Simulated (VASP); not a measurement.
# Ir (Fm-3m) in VASP: notebook

Aim: see how the results for Ir move with the level of theory and the settings. Levels: PBE+D4, LDA, PBE. Tasks: single point, relaxation of cell and atoms.

All numbers are computed with VASP 6.6.1; they aren't measurements. Logs are shortened: lines on timing, memory, paths and dates and some standing lists are left out, and cuts for length are marked.

## 1. The cell of the first run

It takes space group Fm-3m (No. 225, cubic). Conventional cell: a = 3.836 Å, b = 3.836 Å, c = 3.836 Å, α = 90.00°, β = 90.00°, γ = 90.00°. Ir (site symmetry m-3m) has 12 Ir at 2.71 Å within 3.6 Å.

## 2. Single point, PBE+D4

Contents of INCAR:

```
ALGO = Normal
EDIFF = 1E-7
ENCUT = 520
GGA = PE
ISIF = 2
ISMEAR = -1
IVDW = 13
LASPH = T
LCHARG = F
LREAL = F
LWAVE = F
NBANDS = 10
NELM = 100
PREC = Accurate
SIGMA = 0.05
```

Contents of KPOINTS:

```
k-points
0
Gamma
  12 12 12
```

Contents of POSCAR:

```
Ir
1.0
    0.0000000000      1.9181477384      1.9181477384
    1.9181477384      0.0000000000      1.9181477384
    1.9181477384      1.9181477384      0.0000000000
Ir
1
Direct
    0.0000000000      0.0000000000      0.0000000000
```

Potentials or basis: VASP PAW PBE potentials, release 64 (Ir).

Run with:

```bash
$ cat potpaw_PBE.64/Ir/POTCAR > POTCAR
$ mpirun -np 1 vasp_std > vasp.out
```

OUTCAR:

```text
EDIFF = 1E-7
   ENCUT = 520
   GGA = PE
   ISIF = 2
   ISMEAR = -1
   IVDW = 13
   LASPH = T
   LREAL = F
   NELM = 100
   PREC = Accurate

 ion  position               nearest neighbor table
   1  0.000  0.000  0.000-

  LATTYP: Found a face centered cubic cell.
 ALAT       =     3.8362954768

  Lattice vectors:

 A1 = (   0.0000000000,   1.9181477384,   1.9181477384)
 A2 = (   1.9181477384,   0.0000000000,   1.9181477384)
 A3 = (   1.9181477384,   1.9181477384,   0.0000000000)

Analysis of symmetry for initial positions (statically):
[... 5 lines left out ...]
 face centered cubic supercell.

 Subroutine GETGRP returns: Found 48 space group operations
 (whereof 48 operations were pure point group operations)
 out of a pool of 48 trial point group operations.

The static configuration has the point symmetry O_h .

Analysis of symmetry for dynamics (positions and initial velocities):
[... 5 lines left out ...]
 face centered cubic supercell.

 Subroutine GETGRP returns: Found 48 space group operations
 (whereof 48 operations were pure point group operations)
 out of a pool of 48 trial point group operations.

The dynamic configuration has the point symmetry O_h .

 Subroutine INISYM returns: Found 48 space group operations
 (whereof 48 operations are pure point group operations),
 and found     1 'primitive' translations

----------------------------------------------------------------------------------------

                                     Primitive cell

  volume of cell :      14.1148

  direct lattice vectors                    reciprocal lattice vectors
     0.000000000  1.918147738  1.918147738    -0.260668138  0.260668138  0.260668138
     1.918147738  0.000000000  1.918147738     0.260668138 -0.260668138  0.260668138
     1.918147738  1.918147738  0.000000000     0.260668138  0.260668138 -0.260668138

  length of vectors
     2.712670546  2.712670546  2.712670546     0.451490459  0.451490459  0.451490459

  position of ions in fractional coordinates (direct lattice)
     0.000000000  0.000000000  0.000000000

  ion indices of the primitive-cell ions
   primitive index   ion index
                 1           1

----------------------------------------------------------------------------------------

 KPOINTS: k-points

Automatic generation of k-mesh.
 Grid dimensions read from file:
 generate k-points for:   12   12   12

 Generating k-lattice:

  Cartesian coordinates                     Fractional coordinates (reciprocal lattice)
    -0.021722345  0.021722345  0.021722345     0.083333333  0.000000000  0.000000000
     0.021722345 -0.021722345  0.021722345     0.000000000  0.083333333  0.000000000
     0.021722345  0.021722345 -0.021722345     0.000000000  0.000000000  0.083333333

  Length of vectors
     0.037624205  0.037624205  0.037624205

  Shift w.r.t. Gamma in fractional coordinates (k-lattice)
     0.000000000  0.000000000  0.000000000

 Subroutine IBZKPT returns following result:
 ===========================================

 Found     72 irreducible k-points:

 Following reciprocal coordinates:
            Coordinates               Weight
  0.000000  0.000000  0.000000      1.000000
  0.083333  0.000000  0.000000      8.000000
  0.166667  0.000000  0.000000      8.000000
  0.250000  0.000000  0.000000      8.000000
  0.333333  0.000000  0.000000      8.000000
  0.416667  0.000000  0.000000      8.000000
[... 16 lines left out ...]
  0.500000  0.166667  0.000000     24.000000
 -0.416667  0.166667  0.000000     24.000000
 [... further k-points ...]
   k-points           NKPTS =     72   k-points in BZ     NKDIM =     72   number of bands    NBANDS=     10
   number of dos      NEDOS =    301   number of ions     NIONS =      1
   total plane-waves  NPLWV =   8000
   dimension x,y,z NGX =    20 NGY =   20 NGZ =   20
   dimension x,y,z NGXF=    40 NGYF=   40 NGZF=   40
   ions per type =               1
   NGX,Y,Z   is equivalent  to a cutoff of  12.26, 12.26, 12.26 a.u.
   NGXF,Y,Z  is equivalent  to a cutoff of  24.51, 24.51, 24.51 a.u.
 SYSTEM =  unknown system
   PREC   = accura    normal or accurate (medium, high low for compatibility)
   ISTART =      0    job   : 0-new  1-cont  2-samecut
   ICHARG =      2    charge: 1-file 2-atom 10-const
   ISPIN  =      1    spin polarized calculation?
   LNONCOLLINEAR =      F non collinear calculations
   LSORBIT =      F    spin-orbit coupling
   LASPH  =      T    aspherical Exc in radial PAW
   ENCUT  =  520.0 eV  38.22 Ry    6.18 a.u.   5.04  5.04  5.04*2*pi/ulx,y,z
   NELM   =    100;   NELMIN=  2; NELMDL= -5     # of ELM steps
   EDIFF  = 0.1E-06   stopping-criterion for ELM
   LREAL  =      F    real-space projection
   EDIFFG = 0.1E-05   stopping-criterion for IOM
   NSW    =      0    number of steps for IOM
   IBRION =     -1    ionic relax: 0-MD 1-quasi-New 2-CG
   NFREE  =      0    steps in history (QN), initial steepest desc. (CG)
   ISIF   =      2    stress and relaxation
[... 113 lines left out ...]
      4       8.6373      2.00000
      5      11.0085      0.00005
      6      11.0085      0.00005
      7      19.1030      0.00000
      8      24.7223      0.00000
      9      31.0301      0.00000
     10      31.0302      0.00000

 k-point     7 :       0.5000    0.0000    0.0000
  band No.  band energies     occupation
      1       2.3217      2.00000
      2       6.4380      2.00000
      3       6.4380      2.00000
      4       9.6784      2.00000
      5      11.3435      0.00000
      6      11.3435      0.00000
      7      17.7338      0.00000
      8      24.3107      0.00000
      9      30.2583      0.00000
     10      30.2583      0.00000

 k-point     8 :       0.0833    0.0833    0.0000
  band No.  band energies     occupation
      1      -0.2876      2.00000
      2       6.2350      2.00000
      3       6.7782      2.00000
      4       6.7782      2.00000
      5       8.8840      2.00000
      6       9.3626      2.00000
      7      25.4822      0.00000
      8      29.3359      0.00000
      9      30.5162      0.00000
     10      30.5162      0.00000

 k-point     9 :       0.1667    0.0833    0.0000
  band No.  band energies     occupation
      1       0.3849      2.00000
      2       5.8946      2.00000
      3       7.0471      2.00000
      4       7.0690      2.00000
      5       8.5808      2.00000
      6       9.4640      2.00000
      7      26.5489      0.00000
      8      27.5991      0.00000
      9      31.0238      0.00000
     10      31.6647      0.00000
[... 118 lines left out ...]
 k-point    19 :       0.1667    0.1667    0.0000
  band No.  band energies     occupation
      1       0.8506      2.00000
      2       5.4691      2.00000
      3       7.4646      2.00000
      4       7.4646      2.00000
      5       8.0286      2.00000
      6       9.7052      2.00000
      7      27.4023      0.00000
      8      28.4345      0.00000
      9      30.3999      0.00000
     10      30.3999      0.00000

 k-point    20 :       0.2500    0.1667    0.0000
  band No.  band energies     occupation
      1       1.7287      2.00000
      2       5.0799      2.00000
      3       7.2220      2.00000
      4       7.8346      2.00000
      5       8.4605      2.00000
      6      10.0109      1.99982
      7      26.9050      0.00000
      8      28.5824      0.00000
      9      30.0696      0.00000
     10      30.7468      0.00000

 k-point    21 :       0.3333    0.1667    0.0000
  band No.  band energies     occupation
      1       2.6755      2.00000
      2       5.0406      2.00000
      3       6.6074      2.00000
      4       7.8518      2.00000
      5       9.7969      2.00000
      6      10.6230      0.10236
      7      24.2081      0.00000
      8      27.9863      0.00000
      9      29.4955      0.00000
     10      31.3356      0.00000

 k-point    22 :       0.4167    0.1667    0.0000
  band No.  band energies     occupation
      1       3.1155      2.00000
      2       5.6190      2.00000
      3       6.3172      2.00000
      4       7.6197      2.00000
      5      11.2611      0.00000
      6      11.6079      0.00000
      7      20.9373      0.00000
      8      26.6875      0.00000
      9      28.7980      0.00000
     10      30.9307      0.00000

 k-point    23 :       0.5000    0.1667    0.0000
  band No.  band energies     occupation
      1       3.1961      2.00000
      2       5.6506      2.00000
      3       7.1090      2.00000
      4       7.3794      2.00000
      5      11.4238      0.00000
      6      13.6368      0.00000
      7      18.0327      0.00000
      8      25.9471      0.00000
      9      28.8070      0.00000
     10      29.3298      0.00000

 k-point    24 :      -0.4167    0.1667    0.0000
  band No.  band energies     occupation
      1       3.2669      2.00000
      2       5.6756      2.00000
      3       7.2663      2.00000
      4       7.4486      2.00000
      5      10.8974      0.00045
      6      14.2316      0.00000
      7      17.7140      0.00000
      8      25.7671      0.00000
      9      28.0310      0.00000
     10      30.0473      0.00000

 [... further k-points ...]

------------------------ aborting loop because EDIFF is reached ----------------------------------------

  DFT-D4 for vdW energy calculation

  Edisp (eV):   -0.92557

  FORCE on cell =-STRESS in cart. coord.  units (eV):
  Direction    XX          YY          ZZ          XY          YZ          ZX
  --------------------------------------------------------------------------------------
  -------------------------------------------------------------------------------------
  Total       0.05807     0.05807     0.05807     0.00000     0.00000     0.00000
  in kB       6.59139     6.59139     6.59139     0.00000     0.00000     0.00000
  external pressure =        6.59 kB  Pullay stress =        0.00 kB

 VOLUME and BASIS-vectors are now :
 -----------------------------------------------------------------------------
  energy-cutoff  :      520.00
  volume of cell :       14.11
      direct lattice vectors                 reciprocal lattice vectors
     0.000000000  1.918147738  1.918147738    -0.260668138  0.260668138  0.260668138
     1.918147738  0.000000000  1.918147738     0.260668138 -0.260668138  0.260668138
     1.918147738  1.918147738  0.000000000     0.260668138  0.260668138 -0.260668138

 POSITION                                       TOTAL-FORCE (eV/Angst)
 -----------------------------------------------------------------------------------
      0.00000      0.00000      0.00000         0.000000      0.000000      0.000000
 -----------------------------------------------------------------------------------
    total drift:                                0.000000      0.000000      0.000000

  FREE ENERGIE OF THE ION-ELECTRON SYSTEM (eV)
  ---------------------------------------------------
  free  energy   TOTEN  =        -9.7831475801 eV

  energy  without entropy=       -9.7783930486  energy(sigma->0) =       -9.78077031
```

Wall time 15 s (1 thread of Intel Xeon 6975P-C, shared host); peak memory 0.13 GiB.

What came out:

```
Free energy                : -9.7831 eV
Pressure                   : 0.7 GPa
Dispersion energy per atom : -0.926 eV
```

Caveat: spin-orbit coupling is left out, which moves the levels of the heavy elements; pairwise dispersion overbinds metals, which lowers pressure and volume.

## 3. Relaxation of cell and atoms, PBE+D4

This run uses another cell than the first one, of 14.06 Å³/atom, 0.996 times its volume.

Contents of INCAR:

```
SYSTEM = Ir
PREC = Accurate
ENCUT = 600
EDIFF = 1E-6
ISMEAR = -1
SIGMA = 0.05
LREAL = .FALSE.
LASPH = .TRUE.
NELM = 60
ALGO = Normal
ISIF = 3
LWAVE = .FALSE.
LCHARG = .FALSE.
GGA = PE
IVDW = 13
IBRION = 2
NSW = 80
EDIFFG = -0.01
```

Contents of KPOINTS:

```
regular mesh
0
G
  12 12 12
  0 0 0
```

Contents of POSCAR:

```
Ir
1.0
    0.0000000000      1.9156000000      1.9156000000
    1.9156000000      0.0000000000      1.9156000000
    1.9156000000      1.9156000000      0.0000000000
Ir
1
Direct
    0.0000000000      0.0000000000      0.0000000000
```

Potentials or basis: VASP PAW PBE potentials, release 64 (Ir).

Run with:

```bash
$ cat potpaw_PBE.64/Ir/POTCAR > POTCAR
$ mpirun -np 1 vasp_std > vasp.out
```

Run time: 33 s. Hardware: 1 thread of Intel Xeon 6975P-C, shared host; peak memory 0.15 GiB.

It converged, with:

- Free energy: -9.7834 eV
- Relaxed volume: 14.14 Å³/atom
- Relaxed cell: a = 2.714 Å, b = 2.714 Å, c = 2.714 Å, α = 60.00°, β = 60.00°, γ = 60.00°
- Space group after relaxing (to 0.05 Å): Fm-3m (No. 225)
- Energy gained by relaxing: 0.6 meV/atom
- Ionic steps: 3
- Pressure after relaxing: 0.0 GPa
- Dispersion energy per atom: -0.924 eV

The path:
```csv
step,energy change (eV),largest force (eV/Å),pressure (GPa),volume (Å³)
1,0.0000,0.0000,2.30,14.06
2,0.0082,0.0000,-8.33,14.47
3,-0.0006,0.0000,-0.02,14.14
```

Final structure:
```cif
data_structure
_symmetry_space_group_name_H-M 'P 1'
_symmetry_Int_Tables_number 1
_cell_length_a 2.7145
_cell_length_b 2.7145
_cell_length_c 2.7145
_cell_angle_alpha 60.000
_cell_angle_beta 60.000
_cell_angle_gamma 60.000
_cell_volume 14.14
loop_
_atom_site_label
_atom_site_type_symbol
_atom_site_fract_x
_atom_site_fract_y
_atom_site_fract_z
_atom_site_occupancy
Ir1 Ir 0.00000 0.00000 0.00000 1
```

Levels at points of the mesh, in eV from the Fermi level:
| k point | band 1 | band 2 | band 3 | band 4 | band 5 | band 6 | band 7 | band 8 |
| --- | --- | --- | --- | --- | --- | --- | --- | --- |
| (0.00, 0.00, 0.00) | -11.15 | -3.92 | -3.92 | -3.92 | -1.23 | -1.23 | 14.30 | 19.88 |
| (0.50, 0.00, 0.00) | -8.13 | -4.03 | -4.03 | -0.79 | 0.86 | 0.86 | 7.24 | 13.84 |
| (0.50, 0.50, 0.00) | -7.95 | -7.37 | 0.83 | 1.44 | 1.44 | 1.67 | 10.48 | 11.68 |

Caveat: spin-orbit coupling is left out, which moves the levels of the heavy elements; pairwise dispersion overbinds metals, which lowers pressure and volume.

## 4. Single point, LDA, non-collinear spin, zero start, spin-orbit coupling

This run uses another cell than the first one, of 14.06 Å³/atom, 0.996 times its volume.

Contents of INCAR:

```
PREC     = Accurate       # precision mode
ENCUT    = 520            # plane-wave cutoff, eV
EDIFF    = 1E-6           # SCF threshold, eV
ISMEAR   = 1              # smearing method
SIGMA    = 0.2            # smearing width, eV
LREAL    = False          # projectors in reciprocal space
LASPH    = True           # aspherical terms in the spheres
NELM     = 150            # most SCF steps
ALGO     = Normal         # electronic algorithm
ISIF     = 2              # what is computed and relaxed
LWAVE    = False          # write WAVECAR
LCHARG   = True           # write CHGCAR
LNONCOLLINEAR= True           # non-collinear magnetism
MAGMOM   = 0 0 0          # initial moments
LORBIT   = 11             # projections on sites
LSORBIT  = True           # spin-orbit coupling
GGA_COMPAT= False        
LORBMOM  = True         
LMAXMIX  = 4              # l up to which the mixer works
LVHAR    = True         
NBANDS   = 20             # bands
```

Contents of KPOINTS:

```
regular mesh
0
Gamma
  9 9 9
```

POSCAR is that of step 3.

Potentials or basis: VASP PAW LDA potentials, release 64 (Ir).

Run with:

```bash
$ cat potpaw_LDA.64/Ir/POTCAR > POTCAR
$ mpirun -np 1 vasp_ncl > vasp.out
```

It took 34 s on 1 thread of Intel Xeon 6975P-C, shared host; peak memory 0.15 GiB.

Results (log left out):

```
Free energy                                           : -10.7452 eV
Pressure                                              : -3.2 GPa
Net moment                                            : 0.00 μB per cell
Valence electrons inside the program's atomic spheres : Ir 8.44
```

Moments on the atoms (μB; x, y, z):
```
Ir  0.00 0.00 0.00
```

## 5. Single point, PBE

This run uses another cell than the first one, of 14.06 Å³/atom, 0.996 times its volume.

Contents of INCAR:

```
SYSTEM = Ir
  ALGO = Normal
  EDIFF = 1E-6
  ENCUT = 520
  GGA = PE
  ISIF = 2
  ISMEAR = 0
  LASPH = .TRUE.
  LCHARG = .FALSE.
  LREAL = .FALSE.
  LWAVE = .FALSE.
  NBANDS = 10
  NELM = 60
  PREC = Accurate
  SIGMA = 0.024
```

Contents of KPOINTS:

```
k-points
0
G
  12 12 12
  0 0 0
```

POSCAR is that of step 4.

Potentials or basis: VASP PAW PBE potentials, release 64 (Ir).

Run with:

```bash
$ cat potpaw_PBE.64/Ir/POTCAR > POTCAR
$ mpirun -np 1 vasp_std > vasp.out
```

Wall time 8.4 s (1 thread of Intel Xeon 6975P-C, shared host); peak memory 0.13 GiB.

The run converged. Its results:

| Item | Value |
| --- | --- |
| Free energy | -8.8514 eV |
| Pressure | 11.8 GPa |

Levels at points of the mesh, in eV from the Fermi level:
```csv
k point,band 2,band 3,band 4,band 5,band 6,band 7
"(0.00, 0.00, 0.00)",-3.95,-3.95,-3.95,-1.24,-1.24,14.29
"(0.50, 0.00, 0.00)",-4.06,-4.06,-0.81,0.88,0.88,7.30
"(0.50, 0.50, 0.00)",-7.44,0.84,1.46,1.46,1.67,10.57
```

Caveat: spin-orbit coupling is left out, which moves the levels of the heavy elements.

## 6. The runs side by side

```tsv
task	level	potentials or basis	spin	cell	k mesh	cutoff (eV)	smearing	gap on the mesh (eV)	pressure (GPa)
single point	PBE+D4	VASP PAW PBE potentials, release 64 (Ir)	off	a = 2.713 Å, angles 60.0°, 1 atom	12 × 12 × 12	520	fermi-dirac 0.05 eV	none	0.7
relaxation of cell and atoms	PBE+D4	VASP PAW PBE potentials, release 64 (Ir)	off	relaxed from a = 2.709 Å, angles 60.0°, 1 atom	12 × 12 × 12	600	fermi-dirac 0.05 eV	none	0.0
single point	LDA	VASP PAW LDA potentials, release 64 (Ir)	non-collinear, zero start, SOC	a = 2.709 Å, angles 60.0°, 1 atom	9 × 9 × 9	520	methfessel-paxton 0.2 eV	-	-3.2
single point	PBE	VASP PAW PBE potentials, release 64 (Ir)	off	a = 2.709 Å, angles 60.0°, 1 atom	12 × 12 × 12	520	gaussian 0.024 eV	none	11.8
```

Caveats: spin-orbit coupling is left out, which moves the levels of the heavy elements (some runs); pairwise dispersion overbinds metals, which lowers pressure and volume (some runs).

Total energies depend on the potentials used, so only differences within one code and one set of settings carry meaning.
